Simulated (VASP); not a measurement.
Write the native input for VASP 6.6.1 that does the following.

* Task: single point
* Functional: LDA
* Potentials or basis: VASP PAW LDA potentials, release 64 (Si, C, H)
* Cutoff: 520 eV
* k mesh: 7 × 4 × 1
* Occupations: gaussian, width 0.05 eV
* Spin: collinear spin
* Starting moments: [0.0, 0.0, 0.0, 0.0, 0.0, 0.0, 0.0, 0.0, 1.0, 0.0] μB
* Dipole correction: yes
* Further INCAR settings: ALGO = Normal; EDIFF = 1e-07; NBANDS = 34

The structure of Si8HC lies in POSCAR:

```
Si8HC
1.0
    3.8016851341      0.0000000000      0.0000000000
    0.0000000000      6.2886938855      0.0000000000
    0.0000000000      0.0000000000     20.7958973402
Si C H
8 1 1
Direct
    0.0000000000      0.9369639535      0.1923456312
    0.0000000000      0.5630360465      0.1923456312
    0.5000000000      0.4369639535      0.2451181540
    0.5000000000      0.0630360465      0.2451181540
    0.5000000000      0.9330298456      0.3512004366
    0.5000000000      0.5669701544      0.3512004366
    0.0000000000      0.4261576321      0.3941112618
    0.0000000000      0.0738423679      0.3941112618
    0.5000000000      1.0928242987      0.4266399810
    0.5000000000      1.0928242987      0.4794126962
```

These files were run (other wordings do the same):

INCAR

```
SYSTEM = Si8HC
ALGO = Normal
DIPOL = 0.5 0.5 0.327
EDIFF = 1E-7
ENCUT = 520
GGA = CA
IDIPOL = 3
ISIF = 2
ISMEAR = 0
ISPIN = 2
LASPH = .TRUE.
LCHARG = .FALSE.
LDIPOL = .TRUE.
LORBIT = 11
LREAL = .FALSE.
LWAVE = .FALSE.
MAGMOM = 0 0 0 0 0 0 0 0 1 0
NBANDS = 34
NELM = 150
PREC = Accurate
SIGMA = 0.05
```

KPOINTS

```
k-points
0
G
  7 4 1
  0 0 0
```

Potentials or basis: VASP PAW LDA potentials, release 64 (Si, C, H).

Launch:

```console
$ cat potpaw_LDA.64/Si/POTCAR potpaw_LDA.64/C/POTCAR potpaw_LDA.64/H/POTCAR > POTCAR
$ mpirun -np 1 vasp_std > vasp.out
```

It gave:

The largest force is 1.565 eV/Å. The net moment is 0.00 μB per cell. The valence electrons inside the program's atomic spheres are Si 1.66, 1.65, 1.69, 1.72, 1.74, 1.71 (each value once); C 2.45; H 0.64.

Wall time 20 min on 1 thread of Intel(R) Xeon(R) Platinum 8259CL CPU @ 2.50GHz (Skylake/Cascade Lake), with other jobs on the host, peak memory 0.62 GiB.
